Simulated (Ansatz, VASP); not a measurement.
# Re: VASP beside Ansatz

The input INCAR:

```
SYSTEM = Re
  PREC = Accurate
  ENCUT = 520
  EDIFF = 1E-6
  ISMEAR = -1
  SIGMA = 0.1
  LREAL = .FALSE.
  LASPH = .TRUE.
  NELM = 80
  ALGO = Normal
  ISIF = 2
  LWAVE = .FALSE.
  LCHARG = .FALSE.
  GGA = PS
  NBANDS = 14
```

The input KPOINTS:

```
Automatic mesh
0
G
  11 11 11
  0 0 0
```

The input POSCAR:

```
Re
1.0
    0.0000000000      2.7208362390      2.7208362390
    2.7208362390      0.0000000000      2.7208362390
    2.7208362390      2.7208362390      0.0000000000
Re
2
Direct
    0.1250000000      0.1250000000      0.1250000000
    0.8750000000      0.8750000000      0.8750000000
```

Input for Ansatz:

```yaml
crystal:
  lattice:
    - [0.0, 2.720836239, 2.720836239]
    - [2.720836239, 0.0, 2.720836239]
    - [2.720836239, 2.720836239, 0.0]
  atoms:
    - { symbol: Re, position: [0.125, 0.125, 0.125] }
    - { symbol: Re, position: [0.875, 0.875, 0.875] }
hamiltonian:
  xc: pbesol
  pseudopotentials:
    kind: paw
    azcp:
      Re: "pseudopotentials/Re.paw.azcp"
basis:
  ecutwfc: 420
  fft_grid_basis: typed
kpoints:
  mp_grid: { grid: [11, 11, 11], shift: [0, 0, 0] }
magnetization:
  spin_polarized: false
scf:
  occupations: { method: fermi_dirac, width: 0.1 }
  lower_state_search: "off"
output:
  stress: true
```

Alike in both runs: task single point; functional PBEsol; k mesh 11 × 11 × 11; occupations fermi-dirac, width 0.1 eV; no spin polarisation.

|  | VASP | Ansatz |
| --- | --- | --- |
| version | VASP 6.6.1 | Ansatz 0.2.0 |
| potentials or method | VASP PAW PBE potentials, release 64 (Re), cutoff 520 eV | plane waves (420 eV) with PAW, scalar-relativistic |
| valence electrons in the cell | 14 | 30 |

```tsv
	VASP	Ansatz	Ansatz less VASP
pressure (GPa)	16.3	18.9	+2.57
```

VASP's potentials were made for PBE, not for PBEsol, and Ansatz warns of the same on its side. The functional is the same, so the differences come from potentials, cutoffs and numerics. VASP's potentials hold 14 valence electrons a cell and Ansatz's 30, so a difference there can come from the potentials and not from the codes.

Spin-orbit coupling is off throughout.
